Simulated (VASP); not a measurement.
# YN2 (P6/mmm) in VASP: relaxation of cell and atoms with PBEsol

Aim: the relaxation of cell and atoms of YN2 with PBEsol.

Program: VASP 6.6.1. These are calculated values, not measurements. Logs are shortened: lines on timing, memory, paths and dates and some standing lists are left out, and cuts for length are marked.

## 1. The cell of the first run

The structure is hexagonal, space group P6/mmm (No. 191). The conventional cell has a = 3.455 Å, b = 3.455 Å, c = 3.176 Å, α = 90.00°, β = 90.00°, γ = 120.00°. Y (site symmetry 6/mmm) has 12 N at 2.55 Å and 8 Y at 3.18 to 3.46 Å within 3.5 Å. Within 2.6 Å of N (site symmetry -6m2) lie 3 N at 2.00 Å and 6 Y at 2.55 Å.

## 2. Relaxation of cell and atoms, PBEsol

INCAR

```
SYSTEM = YN2
PREC = Accurate
ENCUT = 600
EDIFF = 1E-7
ISMEAR = 0
SIGMA = 0.05
LREAL = .False.
LASPH = .True.
NELM = 80
ALGO = Normal
ISIF = 3
LWAVE = .False.
LCHARG = .False.
GGA = PS
IBRION = 2
NSW = 50
EDIFFG = -0.01
```

KPOINTS

```
Automatic mesh
0
Gamma
  10 10 10
  0 0 0
```

POSCAR

```
YN2
1.0
    3.4554630027      0.0000000000      0.0000000000
   -1.7277315013      2.9925187422      0.0000000000
    0.0000000000      0.0000000000      3.1760387477
Y N
1 2
Direct
    0.0000000000      0.0000000000      0.0000000000
    0.3333333333      0.6666666667      0.5000230988
    0.6666666667      0.3333333333      0.4999769012
```

Potentials or basis: VASP PAW PBE potentials, release 64 (Y_sv, N).

The run is started by

```
$ cat potpaw_PBE.64/Y_sv/POTCAR potpaw_PBE.64/N/POTCAR > POTCAR
$ mpirun -np 1 vasp_std > vasp.out
```

OUTCAR:

```text
SYSTEM = YN2
   PREC = Accurate
   ENCUT = 600
   EDIFF = 1E-7
   ISMEAR = 0
   LREAL = .False.
   LASPH = .True.
   NELM = 80
   ISIF = 3
   GGA = PS
   IBRION = 2
   NSW = 50
   EDIFFG = -0.01

 ion  position               nearest neighbor table
   1  0.000  0.000  0.000-   2 2.55   3 2.55   2 2.55   3 2.55   3 2.55   2 2.55   2 2.55   3 2.55
                             3 2.55   2 2.55   2 2.55   3 2.55
   2  0.333  0.667  0.500-   1 2.55   1 2.55   1 2.55   1 2.55   1 2.55   1 2.55
   3  0.667  0.333  0.500-   1 2.55   1 2.55   1 2.55   1 2.55   1 2.55   1 2.55

  LATTYP: Found a hexagonal cell.
 ALAT       =     3.4554630027
 C/A-ratio  =     0.9191355095

  Lattice vectors:

 A1 = (   3.4554630027,   0.0000000000,   0.0000000000)
 A2 = (  -1.7277315013,   2.9925187422,   0.0000000000)
 A3 = (   0.0000000000,   0.0000000000,   3.1760387477)

Analysis of symmetry for initial positions (statically):
=====================================================================
 Subroutine PRICEL returns:
 Original cell was already a primitive cell.

 Routine SETGRP: Setting up the symmetry group for a
 hexagonal supercell.

 Subroutine GETGRP returns: Found 12 space group operations
 (whereof 12 operations were pure point group operations)
 out of a pool of 24 trial point group operations.

The static configuration has the point symmetry D_3d.

Analysis of symmetry for dynamics (positions and initial velocities):
=====================================================================
 Subroutine PRICEL returns:
 Original cell was already a primitive cell.

 Routine SETGRP: Setting up the symmetry group for a
 hexagonal supercell.

 Subroutine GETGRP returns: Found 12 space group operations
 (whereof 12 operations were pure point group operations)
 out of a pool of 24 trial point group operations.

The dynamic configuration has the point symmetry D_3d.

 Subroutine INISYM returns: Found 12 space group operations
 (whereof 12 operations are pure point group operations),
 and found     1 'primitive' translations

----------------------------------------------------------------------------------------

                                     Primitive cell

  volume of cell :      32.8419

  direct lattice vectors                    reciprocal lattice vectors
     3.455463003  0.000000000  0.000000000     0.289396819  0.167083331  0.000000000
    -1.727731501  2.992518742  0.000000000     0.000000000  0.334166662  0.000000000
     0.000000000  0.000000000  3.176038748     0.000000000  0.000000000  0.314857620

  length of vectors
     3.455463003  3.455463003  3.176038748     0.334166662  0.334166662  0.314857620

  position of ions in fractional coordinates (direct lattice)
     0.000000000  0.000000000  0.000000000
     0.333333333  0.666666667  0.500023099
[... 107 lines left out ...]
   IVDW    =     0    specifies the selected vdW correction
   LEPSILON=     F    determine dielectric tensor
   LRPA    =     F    only Hartree local field effects (RPA)
 conjugate gradient relaxation of ions
 non-spin polarized calculation
 Gauss-broadening in eV      SIGMA  =   0.05
  energy-cutoff  :      600.00
  volume of cell :       32.84
 maximum number of plane-waves:      1110
   NGX = 13   NGY = 13   NGZ = 13

--------------------------------------- Ionic step        1  -------------------------------------------

 number of electron      20.9999999 magnetization

 Free energy of the ion-electron system (eV)
  ---------------------------------------------------
  ext. energy  EPLUGINS =         0.00000000
  ---------------------------------------------------
  free energy    TOTEN  =       -23.98059667 eV

  energy without entropy =      -23.97783655  energy(sigma->0) =      -23.97921661

------------------------ aborting loop because EDIFF is reached ----------------------------------------

  FORCE on cell =-STRESS in cart. coord.  units (eV):
  Direction    XX          YY          ZZ          XY          YZ          ZX
  --------------------------------------------------------------------------------------
  -------------------------------------------------------------------------------------
  Total       -0.1370999     -0.1370999      0.1785131     -0.0000000      0.0000000      0.0000000
  in kB       -6.6883494     -6.6883494      8.7086661     -0.0000000      0.0000000      0.0000000
  external PRESSURE =      -1.5560109 kB  Pullay stress =       0.0000000 kB
[... 61 lines left out ...]
--------------------------------------- Ionic step        3  -------------------------------------------

 number of electron      20.9999999 magnetization

 Free energy of the ion-electron system (eV)
  ---------------------------------------------------
  ext. energy  EPLUGINS =         0.00000000
  ---------------------------------------------------
  free energy    TOTEN  =       -23.98104558 eV

  energy without entropy =      -23.97848924  energy(sigma->0) =      -23.97976741

 E-fermi :   6.3418     XC(G=0): -12.3532

 val. band max:        6.3382878627   @ k =   0.2000   0.1000   0.3000
 cond. band min:       6.3546022783   @ k =   0.2000  -0.0000   0.4000
 fundamental gap:      0.0163144156
 Fermi energy:         6.3417843455

 k-point     1 :       0.0000    0.0000    0.0000
  band No.  band energies     occupation
      1     -35.5443      2.00000
      2     -15.3074      2.00000
      3     -15.3074      2.00000
      4     -15.2782      2.00000
      5     -11.2492      2.00000
      6      -3.3990      2.00000
      7       0.7431      2.00000
      8       0.7431      2.00000
      9       2.9788      2.00000
     10       5.6718      2.00000
     11       6.8622      0.00000
     12       6.8622      0.00000
     13       7.1090      0.00000
     14      11.5678      0.00000
[... 377 lines left out ...]
      1     -35.4449      2.00000
      2     -16.3784      2.00000
      3     -15.4910      2.00000
      4     -15.2555      2.00000
      5      -8.4080      2.00000
      6      -7.5497      2.00000
      7       0.5589      2.00000
      8       2.1452      2.00000
      9       2.5945      2.00000
     10       4.7114      2.00000
     11       8.1197      0.00000
     12       8.4250      0.00000
     13       8.7020      0.00000
     14      11.0825      0.00000

 [... further k-points ...]

------------------------ aborting loop because EDIFF is reached ----------------------------------------

  FORCE on cell =-STRESS in cart. coord.  units (eV):
  Direction    XX          YY          ZZ          XY          YZ          ZX
  --------------------------------------------------------------------------------------
  -------------------------------------------------------------------------------------
  Total        0.0094058      0.0094058      0.0146098      0.0000000      0.0000000      0.0000000
  in kB        0.4594216      0.4594216      0.7136125      0.0000000      0.0000000      0.0000000
  external PRESSURE =       0.5441519 kB  Pullay stress =       0.0000000 kB
[... 18 lines left out ...]
  FREE ENERGIE OF THE ION-ELECTRON SYSTEM (eV)
  ---------------------------------------------------
  free  energy   TOTEN  =       -23.9810455824 eV

  energy  without entropy=      -23.9784892395  energy(sigma->0) =      -23.97976741

 reached required accuracy - stopping structural energy minimisation
```

OSZICAR:

```text
N       E                     dE             d eps       ncg     rms          rms(c)
DAV:   1     0.988187734779E+02    0.98819E+02   -0.12753E+04  3248   0.167E+03
DAV:   2    -0.197675059649E+02   -0.11859E+03   -0.11646E+03  4064   0.335E+02
[... 24 lines left out ...]
DAV:   1    -0.239810859436E+02   -0.69517E-04   -0.38131E-03  3362   0.585E-01    0.470E-02
DAV:   2    -0.239810600072E+02    0.25936E-04   -0.90733E-05  4004   0.814E-02    0.256E-02
DAV:   3    -0.239810457833E+02    0.14224E-04   -0.38974E-05  4454   0.511E-02    0.134E-02
DAV:   4    -0.239810457911E+02   -0.77591E-08   -0.29963E-06  4184   0.134E-02    0.605E-03
DAV:   5    -0.239810456453E+02    0.14580E-06   -0.17797E-07  3204   0.369E-03    0.161E-03
DAV:   6    -0.239810455824E+02    0.62884E-07   -0.38898E-08  2122   0.161E-03
   3 F= -.23981046E+02 E0= -.23979767E+02  d E =-.448916E-03
```

CONTCAR:

```text
YN2
   1.00000000000000
     3.4493798930708506   -0.0000000000001016    0.0000000000000000
    -1.7246899464856014    2.9872506147270719   -0.0000000000000000
     0.0000000000000000    0.0000000000000000    3.1833188566260073
  Y               N
     1     2
Direct
     0.0000000000000000    0.0000000000000000    1.0000000000000000
     0.3333333332999970    0.6666666667000030    0.5000201681889754
     0.6666666667000030    0.3333333332999970    0.4999798318110245

  0.00000000E+00  0.00000000E+00  0.00000000E+00
  0.00000000E+00  0.00000000E+00  0.00000000E+00
  0.00000000E+00  0.00000000E+00  0.00000000E+00
```

It took 2.6 min on 1 thread of Intel Xeon 8259CL, shared host; peak memory 0.23 GiB.

Results:

| Property | Result |
| --- | --- |
| Free energy | -23.9810 eV |
| Relaxed volume | 10.93 Å³/atom |
| Relaxed cell | a = 3.449 Å, b = 3.449 Å, c = 3.183 Å, α = 90.00°, β = 90.00°, γ = 120.00° |
| Space group after relaxing (to 0.1 Å) | P6/mmm (No. 191) |
| Energy gained by relaxing | 0.1 meV/atom |
| Ionic steps | 3 |
| Pressure after relaxing | 0.1 GPa |
| Band gap on the k mesh | zero (an odd number of electrons rules out a gap without spin polarisation) |

Step by step:
```csv
step,energy change (eV),largest force (eV/Å),pressure (GPa),volume (Å³)
1,0.0000,0.0002,-0.16,32.84
2,-0.0004,0.0003,0.11,32.79
3,-0.0004,0.0003,0.05,32.80
```

Final structure:
```cif
data_structure
_symmetry_space_group_name_H-M 'P 1'
_symmetry_Int_Tables_number 1
_cell_length_a 3.4494
_cell_length_b 3.4494
_cell_length_c 3.1833
_cell_angle_alpha 90.000
_cell_angle_beta 90.000
_cell_angle_gamma 120.000
_cell_volume 32.80
loop_
_atom_site_label
_atom_site_type_symbol
_atom_site_fract_x
_atom_site_fract_y
_atom_site_fract_z
_atom_site_occupancy
Y1 Y 0.00000 0.00000 0.00000 1
N1 N 0.33333 0.66667 0.50002 1
N2 N 0.66667 0.33333 0.49998 1
```

Caveat: the PAW data sets were made with another functional, which shifts forces and pressure a little; an odd number of electrons without spin polarisation forces a metal; a magnetic or distorted state may lie lower.
